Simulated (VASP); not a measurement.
## Si3C: single point with PBE

Crystal: Si3C.

```
CELL_PARAMETERS angstrom
2.74911 0.00000 0.00000
-1.37456 2.38080 0.00000
0.00000 0.00000 8.92304
ATOMIC_POSITIONS crystal
Si 0.33333 0.66667 0.75000
Si 0.33333 0.66667 0.25000
Si 0.66667 0.33333 0.50000
C 0.66667 0.33333 0.00000
```

```yaml
Program: VASP 6.6.1
Task: single point
Functional: PBE
Potentials_or_basis: VASP PAW PBE potentials, release 64 (Si, C)
Cutoff: 600 eV
k_mesh: 6 × 6 × 2
Occupations: gaussian, width 0.1 eV
Spin: collinear spin, ferromagnetic start
Starting_moments: "[0.0, 0.0, 0.0, 1.0] μB"
Dipole_correction: no
Further_INCAR_settings: ALGO = Normal; EDIFF = 1e-06; NBANDS = 20
```

| Quantity | Value |
| --- | --- |
| Pressure | -12.2 GPa |
| Largest force | 1.645 eV/Å |
| Band gap on the k mesh | zero (filled and empty bands overlap) |
| Net moment | 0.00 μB per cell |
| Valence electrons inside the program's atomic spheres | Si 1.49, 1.54; C 2.00 |

Forces on the atoms (eV/Å):
```
Si   0.000  0.000  1.645
Si   0.000  0.000 -1.645
Si   0.000  0.000  0.000
C    0.000  0.000  0.000
```

Stress tensor (GPa, compression positive):
```
 -9.58   0.00   0.00
  0.00  -9.58   0.00
  0.00   0.00 -17.52
```

Levels at points of the mesh, in eV from the Fermi level:
Spin up:
```csv
k point,band 4,band 5,band 6,band 7,band 8,band 9,band 10,band 11,band 12,band 13
"(0.00, 0.00, 0.00)",-7.68,-5.96,0.80,1.50,3.28,3.28,8.37,8.37,8.40,9.65
"(0.50, 0.00, 0.00)",-6.22,-5.51,-4.71,-2.08,-1.31,-1.16,1.06,1.72,3.68,3.99
"(0.00, 0.00, 0.50)",-9.55,-3.32,-2.74,3.28,3.28,4.53,6.77,8.34,8.34,9.68
"(0.50, 0.00, 0.50)",-6.18,-5.18,-3.77,-3.11,-3.10,1.23,1.74,1.81,3.05,3.54
```
Spin down:
| k point | band 6 | band 7 | band 8 | band 9 | band 10 | band 11 |
| --- | --- | --- | --- | --- | --- | --- |
| (0.00, 0.00, 0.00) | 0.80 | 1.50 | 3.28 | 3.28 | 8.37 | 8.37 |
| (0.50, 0.00, 0.00) | -4.71 | -2.08 | -1.31 | -1.16 | 1.06 | 1.72 |
| (0.00, 0.00, 0.50) | -2.74 | 3.28 | 3.28 | 4.53 | 6.77 | 8.34 |
| (0.50, 0.00, 0.50) | -3.77 | -3.11 | -3.10 | 1.23 | 1.74 | 1.81 |

It took 92 s on 1 thread of AMD EPYC 7R43 64-Core Processor (Zen 3) (shared host), peak memory 0.19 GiB.

Caveat: the k points lie up to 0.44 Å⁻¹ apart; forces of over 1 eV/Å act on the atoms, so gaps and moduli don't describe the material at rest.
